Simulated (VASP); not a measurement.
Set up this calculation in VASP 6.6.1, as the native input.

```yaml
Task: single point
Functional: PBE
Potentials_or_basis: VASP PAW PBE potentials, release 64 (Cd, Bi_d, O)
Cutoff: 520 eV
k_mesh: 12 × 12 × 6
Occupations: gaussian, width 0.1 eV
Spin: no spin polarisation
Dipole_correction: no
Further_INCAR_settings: ALGO = Normal; EDIFF = 1e-07; NBANDS = 34
```

The structure of Cd2BiO2 lies in POSCAR:

```
Cd2BiO2
1.0
    4.3752141715      0.0000000000      0.0000000000
   -2.1876070858      3.7890466195      0.0000000000
    0.0000000000      0.0000000000      7.1825427299
Cd Bi O
2 1 2
Direct
    0.3333333333      0.6666666667      0.5000000000
    0.6666666667      0.3333333333      0.5000000000
    0.0000000000      0.0000000000      0.0000000000
    0.0000000000      0.0000000000      0.6847864743
    0.0000000000      0.0000000000      0.3152135257
```

The cell was generated, and may not be a known phase.

One way to write it, as run:

INCAR

```
PREC = Accurate
ENCUT = 520
EDIFF = 1E-7
ISMEAR = 0
SIGMA = 0.1
LREAL = False
LASPH = True
NELM = 100
ALGO = Normal
ISIF = 2
LWAVE = False
LCHARG = True
GGA = PE
LELF = True
LVHAR = True
NBANDS = 34
```

KPOINTS

```
regular mesh
0
Gamma
  12 12 6
```

Potentials or basis: VASP PAW PBE potentials, release 64 (Cd, Bi_d, O).

Command:

```sh
$ cat potpaw_PBE.64/Cd/POTCAR potpaw_PBE.64/Bi_d/POTCAR potpaw_PBE.64/O/POTCAR > POTCAR
$ mpirun -np 1 vasp_std > vasp.out
```

It gave:

```yaml
Pressure: 0.4 GPa
Largest_force: 0.018 eV/Å
Band_gap_on_the_k_mesh: zero (an odd number of electrons rules out a gap without spin polarisation)
```

Caveat: spin-orbit coupling is left out, which moves the levels of the heavy elements; an odd number of electrons without spin polarisation forces a metal; a magnetic or distorted state may lie lower.

Wall time 3.7 min on 1 thread of Intel(R) Xeon(R) Platinum 8488C (Sapphire Rapids), with other jobs on the host, peak memory 0.44 GiB.
